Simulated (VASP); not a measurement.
A run of VASP 6.6.1:

Contents of INCAR:

```
SYSTEM = KI
PREC = Accurate
ENCUT = 520
EDIFF = 1E-7
ISMEAR = -1
SIGMA = 0.02
LREAL = .False.
LASPH = .True.
NELM = 60
ALGO = Normal
ISIF = 2
LWAVE = .False.
LCHARG = .False.
GGA = PE
NBANDS = 15
```

KPOINTS

```
Automatic mesh
0
Gamma
  6 6 6
  0 0 0
```

File POSCAR:

```
KI
1.0
    4.3417014682      0.0000000000      0.0000000000
    0.0000000000      4.3417014682      0.0000000000
    0.0000000000      0.0000000000      4.3417014682
K I
1 1
Direct
    0.0000000000      0.0000000000      0.0000000000
    0.5000000000      0.5000000000      0.5000000000
```

Potentials or basis: VASP PAW PBE potentials, release 64 (K_sv, I).

The run is started by

```sh
$ cat potpaw_PBE.64/K_sv/POTCAR potpaw_PBE.64/I/POTCAR > POTCAR
$ mpirun -np 1 vasp_std > vasp.out
```

Hardware: 1 thread of Intel(R) Xeon(R) 6975P-C (Granite Rapids) (shared host).

How long does it take, and how much memory?

Wall time 7.9 s on 1 thread of Intel(R) Xeon(R) 6975P-C (Granite Rapids), with other jobs on the host, peak memory 0.18 GiB. Counts: scf iterations 13, k points 20.
